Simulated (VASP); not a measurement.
A run of VASP 6.6.1 is set up as follows.

The input INCAR:

```
SYSTEM = BaS
ALGO = Normal
EDIFF = 1E-6
EDIFFG = -0.005
ENCUT = 600
GGA = PE
IBRION = 2
ISIF = 3
ISMEAR = -1
LASPH = .True.
LCHARG = .False.
LREAL = .False.
LWAVE = .False.
NELM = 80
NSW = 60
PREC = Accurate
SIGMA = 0.05
```

The input KPOINTS:

```
k-points
0
Gamma
  10 10 10
  0 0 0
```

POSCAR

```
BaS
1.0
    3.8903894762      0.0000000000      0.0000000000
    0.0000000000      3.8903894762      0.0000000000
    0.0000000000      0.0000000000      3.8903894762
Ba S
1 1
Direct
    0.0000000000      0.0000000000      0.0000000000
    0.5000000000      0.5000000000      0.5000000000
```

Potentials or basis: VASP PAW PBE potentials, release 64 (Ba_sv, S).

Command:

```bash
$ cat potpaw_PBE.64/Ba_sv/POTCAR potpaw_PBE.64/S/POTCAR > POTCAR
$ mpirun -np 1 vasp_std > vasp.out
```

Task: What does it give for the relaxed cell?

Result: a = 3.866 Å, b = 3.866 Å, c = 3.866 Å, α = 90.00°, β = 90.00°, γ = 90.00°.

Task: Predict the relaxed volume.

Result: 28.90 Å³/atom.

Task: Predict the space group after relaxing (to 0.1 Å).

Result: Pm-3m (No. 221).

Final structure:
```
Ba S
1.0
     3.86643    0.00000    0.00000
     0.00000    3.86643    0.00000
     0.00000    0.00000    3.86643
Ba S
1 1
Direct
  0.00000 0.00000 0.00000
  0.50000 0.50000 0.50000
```
